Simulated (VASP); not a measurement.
Write the native input for VASP 6.6.1 that does the following.

* Task: relaxation of cell and atoms
* Functional: PBE
* Potentials or basis: VASP PAW PBE potentials, release 64 (K_sv, Cl)
* Cutoff: 600 eV
* k mesh: 6 × 6 × 4
* Occupations: fermi-dirac, width 0.02 eV
* Spin: no spin polarisation
* Dipole correction: no
* Further INCAR settings: ALGO = Normal; EDIFF = 1e-06; IBRION = 2; EDIFFG = -0.005; NSW = 80; ISIF = 3

The structure of KCl lies in POSCAR:

```
KCl
1.0
    4.6367207838      0.0000000000      0.0000000000
   -2.3183603919      4.0155179890      0.0000000000
    0.0000000000      0.0000000000      7.5717650399
K Cl
2 2
Direct
    0.3333333333      0.6666666667      0.0000000000
    0.6666666667      0.3333333333      0.5000000000
    0.3333333333      0.6666666667      0.3750000000
    0.6666666667      0.3333333333      0.8750000000
```

The input as run:

INCAR

```
SYSTEM = KCl
ALGO     = Normal         ! electronic algorithm
EDIFF    = 1E-6           ! SCF threshold, eV
EDIFFG   = -0.005         ! ionic threshold
ENCUT    = 600            ! plane-wave cutoff, eV
GGA      = PE             ! functional
IBRION   = 2              ! ionic algorithm
ISIF     = 3              ! what is computed and relaxed
ISMEAR   = -1             ! smearing method
LASPH    = .TRUE.         ! aspherical terms in the spheres
LCHARG   = .FALSE.        ! write CHGCAR
LREAL    = .FALSE.        ! projectors in reciprocal space
LWAVE    = .FALSE.        ! write WAVECAR
NELM     = 100            ! most SCF steps
NSW      = 80             ! ionic steps
PREC     = Accurate       ! precision mode
SIGMA    = 0.02           ! smearing width, eV
```

KPOINTS

```
k-points
0
G
  6 6 4
  0 0 0
```

Potentials or basis: VASP PAW PBE potentials, release 64 (K_sv, Cl).

The run is started by

```console
$ cat potpaw_PBE.64/K_sv/POTCAR potpaw_PBE.64/Cl/POTCAR > POTCAR
$ mpirun -np 1 vasp_std > vasp.out
```

Results of the run:

```yaml
Relaxed_volume: 39.87 Å³/atom
Relaxed_cell: a = 5.396 Å, b = 5.396 Å, c = 6.324 Å, α = 90.00°, β = 90.00°, γ = 120.00°
Space_group_after_relaxing_to_0.1_Å: P6_3/mmc (No. 194)
Pressure_after_relaxing: 0.0 GPa
Largest_force_after_relaxing: 0.005 eV/Å
Band_gap_on_the_k_mesh: 4.70 eV
```

Caveat: the structure was generated, so it needn't be the stable form of KCl; a cell axis changed by over 15 % at a fixed basis, so the end point is rough.

It took 35 min on 1 thread of Oxide Virtual Turin-like Processor, on a shared host, peak memory 0.31 GiB.
